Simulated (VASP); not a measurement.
# Sc3BN2 (P6/mmm) in VASP: further runs

Sc3BN2 is run at these levels: PBE; tasks: single point.

Program: VASP 6.6.1. These are calculated values, not measurements. Logs are shortened: lines on timing, memory, paths and dates and some standing lists are left out, and cuts for length are marked.

## Step 1: The cell of the first run

It takes space group P6/mmm (No. 191, hexagonal). Conventional cell: a = 4.933 Å, b = 4.933 Å, c = 4.128 Å, α = 90.00°, β = 90.00°, γ = 120.00°. Sc (site symmetry mmm) has 4 Sc at 2.47 Å and 2 B at 2.47 Å and 4 N at 2.84 Å within 3.3 Å. B (site symmetry 6/mmm) has 2 N at 1.40 Å within 1.9 Å. Within 1.8 Å of N (site symmetry 6mm) lie 1 N at 1.33 Å and 1 B at 1.40 Å.

The cell was generated, and may not be a known phase.

## Step 2: Single point, PBE

File INCAR:

```
SYSTEM = Sc3BN2
ALGO = Normal ; EDIFF = 1E-6
ENCUT = 520 ; GGA = PE
ISIF = 2 ; ISMEAR = 0
LASPH = .TRUE. ; LCHARG = .TRUE.
LELF = .TRUE. ; LREAL = .FALSE.
LVHAR = .TRUE. ; LWAVE = .FALSE.
NBANDS = 32 ; NELM = 60
PREC = Accurate ; SIGMA = 0.1
```

File KPOINTS:

```
k-points
0
G
  6 6 4
  0 0 0
```

File POSCAR:

```
Sc3BN2
1.0
    4.9330530500      0.0000000000      0.0000000000
   -2.4665265300      4.2721492600      0.0000000000
    0.0000000000      0.0000000000      4.1279423100
Sc B N
3 1 2
Direct
    0.5000000000      0.0000000000      0.0000000000
    0.0000000000      0.5000000000      0.0000000000
    0.5000000000      0.5000000000      0.0000000000
    0.0000000000      0.0000000000      0.0000000000
    0.0000000000      0.0000000000      0.3390704000
    0.0000000000      0.0000000000      0.6609296000
```

Potentials or basis: VASP PAW PBE potentials, release 64 (Sc_sv, B, N).

The run is started by

```
$ cat potpaw_PBE.64/Sc_sv/POTCAR potpaw_PBE.64/B/POTCAR potpaw_PBE.64/N/POTCAR > POTCAR
$ mpirun -np 1 vasp_std > vasp.out
```

OUTCAR:

```text
SYSTEM = Sc3BN2
   EDIFF = 1E-6
   ENCUT = 520
   GGA = PE
   ISIF = 2
   ISMEAR = 0
   LASPH = .TRUE.
   LREAL = .FALSE.
   NELM = 60
   PREC = Accurate

 ion  position               nearest neighbor table
   1  0.500  0.000  0.000-   2 2.47   2 2.47   4 2.47   4 2.47   3 2.47   3 2.47
   2  0.000  0.500  0.000-   1 2.47   1 2.47   3 2.47   3 2.47   4 2.47   4 2.47
   3  0.500  0.500  0.000-   4 2.47   4 2.47   2 2.47   2 2.47   1 2.47   1 2.47
   4  0.000  0.000  0.000-   5 1.40   6 1.40   3 2.47   3 2.47   1 2.47   1 2.47   2 2.47   2 2.47

   5  0.000  0.000  0.339-   6 1.33   4 1.40
   6  0.000  0.000  0.661-   5 1.33   4 1.40

  LATTYP: Found a hexagonal cell.
 ALAT       =     4.9330530500
 C/A-ratio  =     0.8367926045

  Lattice vectors:

 A1 = (   4.9330530500,   0.0000000000,   0.0000000000)
 A2 = (  -2.4665265300,   4.2721492600,   0.0000000000)
 A3 = (   0.0000000000,   0.0000000000,   4.1279423100)

Analysis of symmetry for initial positions (statically):
=====================================================================
 Subroutine PRICEL returns:
 Original cell was already a primitive cell.

 Routine SETGRP: Setting up the symmetry group for a
 hexagonal supercell.

 Subroutine GETGRP returns: Found 24 space group operations
 (whereof 24 operations were pure point group operations)
 out of a pool of 24 trial point group operations.

The static configuration has the point symmetry D_6h.

Analysis of symmetry for dynamics (positions and initial velocities):
=====================================================================
 Subroutine PRICEL returns:
 Original cell was already a primitive cell.

 Routine SETGRP: Setting up the symmetry group for a
 hexagonal supercell.

 Subroutine GETGRP returns: Found 24 space group operations
 (whereof 24 operations were pure point group operations)
 out of a pool of 24 trial point group operations.

The dynamic configuration has the point symmetry D_6h.

 Subroutine INISYM returns: Found 24 space group operations
 (whereof 24 operations are pure point group operations),
 and found     1 'primitive' translations

----------------------------------------------------------------------------------------

                                     Primitive cell

  volume of cell :      86.9953

  direct lattice vectors                    reciprocal lattice vectors
[... 93 lines left out ...]
   EDIFFG = 0.1E-04   stopping-criterion for IOM
   NSW    =      0    number of steps for IOM
   IBRION =     -1    ionic relax: 0-MD 1-quasi-New 2-CG
   NFREE  =      0    steps in history (QN), initial steepest desc. (CG)
   ISIF   =      2    stress and relaxation
   ISYM   =      2    0-nonsym 1-usesym 2-fastsym
   POTIM  = 0.5000    time-step for ionic-motion
   TEBEG  =    0.0;   TEEND  =   0.0 temperature during run
   PSTRESS=    0.0 pullay stress
   NELECT =      46.0000    total number of electrons
   NUPDOWN=      -1.0000    fix difference up-down
   EMIN   =  10.00;   EMAX   =-10.00  energy-range for DOS
   EFERMI =   0.00;   METHOD = LEGACY
   ISMEAR =     0;   SIGMA  =   0.10  broadening in eV -4-tet -1-fermi 0-gaus
   EFERMI_NEDOS =   21; number of points for ismear=-14 and -15
   IALGO  =     38    algorithm
   IMIX   =      4    mixing-type and parameters
     AMIX     =   0.40;   BMIX     =  1.00
     AMIX_MAG =   1.60;   BMIX_MAG =  1.00
  volume/ion in A,a.u.               =      14.50        97.85
  Fermi-wavevector in a.u.,A,eV,Ry     =   1.323820  2.501656 23.844190  1.752499
  Thomas-Fermi vector in A             =   2.453400
   LORBIT       =      0    0 simple, 1 ext, 2 COOP (PROOUT), +10 PAW based schemes
   GGA     = PE    functional components
   LHFCALC =     F    Hartree Fock is set to
   AEXX    =    0.0000 exact exchange contribution
   IVDW    =     0    specifies the selected vdW correction
   LEPSILON=     F    determine dielectric tensor
   LRPA    =     F    only Hartree local field effects (RPA)
 non-spin polarized calculation
 Gauss-broadening in eV      SIGMA  =   0.10
  energy-cutoff  :      520.00
  volume of cell :       87.00
 maximum number of plane-waves:      2364
 NGX is ok and might be reduce to    40
   NGX = 19   NGY = 19   NGZ = 15

 number of electron      46.0000007 magnetization

 Free energy of the ion-electron system (eV)
  ---------------------------------------------------
  ext. energy  EPLUGINS =         0.00000000
  ---------------------------------------------------
  free energy    TOTEN  =       -34.52400760 eV

  energy without entropy =      -34.49184890  energy(sigma->0) =      -34.50792825

 E-fermi :   5.1162     XC(G=0): -10.3986

 val. band max:        5.1085295638   @ k =   0.5000   0.0000   0.0000
 cond. band min:       5.1561214437   @ k =   0.3333   0.1667   0.5000
 fundamental gap:      0.0475918799
 Fermi energy:         5.1162212395

 k-point     1 :       0.0000    0.0000    0.0000
  band No.  band energies     occupation
      1     -44.0638      2.00000
      2     -43.4321      2.00000
      3     -43.4321      2.00000
      4     -24.1643      2.00000
      5     -23.2532      2.00000
      6     -23.2532      2.00000
[... 724 lines left out ...]
     31       8.6518      0.00000
     32       8.6518      0.00000

------------------------ aborting loop because EDIFF is reached ----------------------------------------

  FORCE on cell =-STRESS in cart. coord.  units (eV):
  Direction    XX          YY          ZZ          XY          YZ          ZX
  --------------------------------------------------------------------------------------
  -------------------------------------------------------------------------------------
  Total       14.5333525     14.5333525     -3.8432175     -0.0000000      0.0000000      0.0000000
  in kB      267.6582080    267.6582080    -70.7798634     -0.0000003      0.0000000      0.0000000
  external PRESSURE =     154.8455175 kB  Pullay stress =       0.0000000 kB

 VOLUME and BASIS-vectors are now :
 -----------------------------------------------------------------------------
  energy-cutoff  :      520.00
  volume of cell :       87.00
      direct lattice vectors                 reciprocal lattice vectors
     4.933053050  0.000000000  0.000000000     0.202714220  0.117037110  0.000000000
    -2.466526530  4.272149260  0.000000000     0.000000000  0.234074219  0.000000000
     0.000000000  0.000000000  4.127942310     0.000000000  0.000000000  0.242251448

 POSITION                                       TOTAL-FORCE (eV/Angst)
 -----------------------------------------------------------------------------------
      2.46653      0.00000      0.00000         0.000000      0.000000      0.000000
     -1.23326      2.13607      0.00000         0.000000      0.000000      0.000000
      1.23326      2.13607      0.00000         0.000000      0.000000      0.000000
      0.00000      0.00000      0.00000         0.000000      0.000000      0.000000
      0.00000      0.00000      1.39966         0.000000      0.000000      1.287016
      0.00000      0.00000      2.72828        -0.000000     -0.000000     -1.287016
 -----------------------------------------------------------------------------------
    total drift:                               -0.000000      0.000000     -0.000000

  FREE ENERGIE OF THE ION-ELECTRON SYSTEM (eV)
  ---------------------------------------------------
  free  energy   TOTEN  =       -34.5240076001 eV

  energy  without entropy=      -34.4918488957  energy(sigma->0) =      -34.50792825
```

OSZICAR:

```text
N       E                     dE             d eps       ncg     rms          rms(c)
DAV:   1     0.810217040931E+03    0.81022E+03   -0.21408E+04  1344   0.156E+03
DAV:   2     0.508860641048E+02   -0.75933E+03   -0.74200E+03  1624   0.611E+02
DAV:   3    -0.325986380403E+02   -0.83485E+02   -0.78795E+02  2240   0.231E+02
DAV:   4    -0.379486041599E+02   -0.53500E+01   -0.49799E+01  2272   0.520E+01
DAV:   5    -0.381411902515E+02   -0.19259E+00   -0.18802E+00  2224   0.105E+01    0.178E+01
DAV:   6    -0.354284093163E+02    0.27128E+01   -0.24883E+01  2120   0.245E+01    0.952E+00
DAV:   7    -0.346187584044E+02    0.80965E+00   -0.38933E+00  2336   0.133E+01    0.607E+00
DAV:   8    -0.345219607782E+02    0.96798E-01   -0.43670E-01  2216   0.579E+00    0.169E+00
DAV:   9    -0.345239585171E+02   -0.19977E-02   -0.42443E-02  2312   0.160E+00    0.405E-01
DAV:  10    -0.345238794843E+02    0.79033E-04   -0.38192E-03  2336   0.496E-01    0.156E-01
DAV:  11    -0.345240321921E+02   -0.15271E-03   -0.59528E-04  2200   0.225E-01    0.492E-02
DAV:  12    -0.345240071490E+02    0.25043E-04   -0.17087E-04  2136   0.724E-02    0.165E-02
DAV:  13    -0.345240074340E+02   -0.28501E-06   -0.18930E-05  1792   0.317E-02    0.375E-03
DAV:  14    -0.345240076001E+02   -0.16608E-06   -0.77024E-07  1184   0.923E-03
   1 F= -.34524008E+02 E0= -.34507928E+02  d E =-.321587E-01
```

stdout:

```text
POSCAR found type information on POSCAR ScB N
 POSCAR found :  3 types and       6 ions
 scaLAPACK will be used
 LDA part: xc-table for (Slater+PW92), standard interpolation
 POSCAR, INCAR and KPOINTS ok, starting setup
 FFT: planning ... GRIDC
 FFT: planning ... GRID_SOFT
 FFT: planning ... GRID
 WAVECAR not read
 entering main loop
```

Run time: 76 s. Hardware: 1 thread of AMD EPYC 7R13 (Zen 3), shared host; peak memory 0.21 GiB.

Results:

```
Free energy            : -34.5240 eV
Pressure               : 15.5 GPa
Largest force          : 1.287 eV/Å
Band gap on the k mesh : zero (bands 23 and 24 overlap by 1.52 eV)
```

Forces in eV/Å, atoms in the order of the input:
```
Sc   0.000  0.000  0.000
Sc   0.000  0.000  0.000
Sc   0.000  0.000  0.000
B    0.000  0.000  0.000
N    0.000  0.000  1.287
N    0.000  0.000 -1.287
```

Levels at points of the mesh, in eV from the Fermi level:
```
           k point  band 21  band 22  band 23  band 24  band 25  band 26
(0.00, 0.00, 0.00)    -1.29    -0.92    -0.91    -0.91    -0.14     1.48
(0.50, 0.00, 0.00)    -1.19    -0.28    -0.01     0.06     0.58     1.25
(0.00, 0.00, 0.50)    -1.70    -1.68    -0.81    -0.81    -0.36     1.52
(0.50, 0.00, 0.50)    -0.88    -0.20     0.24     0.75     0.79     1.89
```

Caveat: the k points lie up to 0.38 Å⁻¹ apart, too coarse for converged energies and pressures of a metal; forces of over 1 eV/Å act on the atoms, so gaps and moduli don't describe the material at rest.

## Step 3: Single point, PBE

This run uses another cell than the first one, of 19.31 Å³/atom.

File INCAR:

```
SYSTEM = Sc3BN2
PREC = Accurate
ENCUT = 520
EDIFF = 1E-7
ISMEAR = 0
SIGMA = 0.1
LREAL = .FALSE.
LASPH = .TRUE.
NELM = 60
ALGO = Normal
ISIF = 2
LWAVE = .FALSE.
LCHARG = .FALSE.
GGA = PE
NBANDS = 32
```

File KPOINTS:

```
Automatic mesh
0
G
  6 6 4
  0 0 0
```

File POSCAR:

```
Sc3BN2
1.0
    5.8646430774      0.0000000034      0.0000000000
   -2.9323215417      5.0789298875      0.0000000000
    0.0000000000      0.0000000000      3.8898055218
Sc B N
3 1 2
Direct
    0.5000000000      0.0000000000      0.0000000000
    0.0000000000      0.5000000000      0.0000000000
    0.5000000000      0.5000000000      0.0000000000
    0.0000000000      0.0000000000      0.0000000000
    0.0000000000      0.0000000000      0.3390199203
    0.0000000000      0.0000000000      0.6609800797
```

Potentials or basis: VASP PAW PBE potentials, release 64 (Sc_sv, B, N).

The run is started by

```
$ cat potpaw_PBE.64/Sc_sv/POTCAR potpaw_PBE.64/B/POTCAR potpaw_PBE.64/N/POTCAR > POTCAR
$ mpirun -np 1 vasp_std > vasp.out
```

Run time: 1.8 min. Hardware: 1 thread of AMD EPYC 7R13 (Zen 3), shared host; peak memory 0.25 GiB.

Results (log left out):

```yaml
Free_energy: -37.2082 eV
Pressure: 0.0 GPa
Largest_force: 0.104 eV/Å
Band_gap_on_the_k_mesh: zero (bands 23 and 24 overlap by 0.87 eV)
```

Forces on the atoms (eV/Å):
```
Sc   0.000  0.000  0.000
Sc   0.000  0.000  0.000
Sc   0.000  0.000  0.000
B    0.000  0.000  0.000
N    0.000  0.000 -0.104
N    0.000  0.000  0.104
```

Stress tensor (GPa, compression positive):
```
 0.18  0.00  0.00
 0.00  0.18  0.00
 0.00  0.00 -0.31
```

Levels at points of the mesh, in eV from the Fermi level:
| k point | band 20 | band 21 | band 22 | band 23 | band 24 | band 25 | band 26 | band 27 |
| --- | --- | --- | --- | --- | --- | --- | --- | --- |
| (0.00, 0.00, 0.00) | -0.86 | -0.80 | -0.80 | -0.68 | -0.11 | 0.33 | 0.88 | 0.88 |
| (0.50, 0.00, 0.00) | -0.62 | -0.49 | -0.39 | 0.27 | 0.29 | 0.54 | 0.71 | 0.75 |
| (0.00, 0.00, 0.50) | -2.39 | -1.07 | -0.72 | -0.50 | -0.50 | -0.45 | 0.66 | 0.66 |
| (0.50, 0.00, 0.50) | -0.99 | -0.87 | -0.36 | 0.03 | 0.04 | 0.40 | 0.85 | 1.02 |

Caveat: the k points lie up to 0.40 Å⁻¹ apart, too coarse for converged energies and pressures of a metal; the standard files for N, O and F lose accuracy on very short bonds.

The gap in the log of VASP goes by the Fermi energy; the results here count the filled bands.